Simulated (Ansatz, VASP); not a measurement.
One calculation of Ge, two programs

```
CELL_PARAMETERS angstrom
0.00000 2.77116 2.77116
2.77116 0.00000 2.77116
2.77116 2.77116 0.00000
ATOMIC_POSITIONS crystal
Ge 0.75000 0.75000 0.75000
Ge 0.50000 0.50000 0.50000
```

Change from the starting cell: volume scaled by 0.94.

Alike in both runs: task single point; functional PBEsol; k mesh 8 × 8 × 8; occupations fermi-dirac, width 0.05 eV; no spin polarisation.

|  | VASP | Ansatz |
| --- | --- | --- |
| version | VASP 6.6.1 | Ansatz 0.2.0 |
| potentials or method | VASP PAW PBE potentials, release 64 (Ge_d), cutoff 520 eV | all-electron LAPW, scalar-relativistic |

VASP gave:

```
gap on the k mesh at the Fermi level (eV) : 0.32
least direct gap on the mesh (eV)         : 0.57
pressure (GPa)                            : 5.5
```

Which values does Ansatz return?

gap on the k mesh at the Fermi level (eV): 0.31; least direct gap on the mesh (eV): 0.56; pressure (GPa): 5.6.

VASP's potentials were made for PBE, not for PBEsol. Ansatz ran all-electron here, and VASP with PAW potentials.
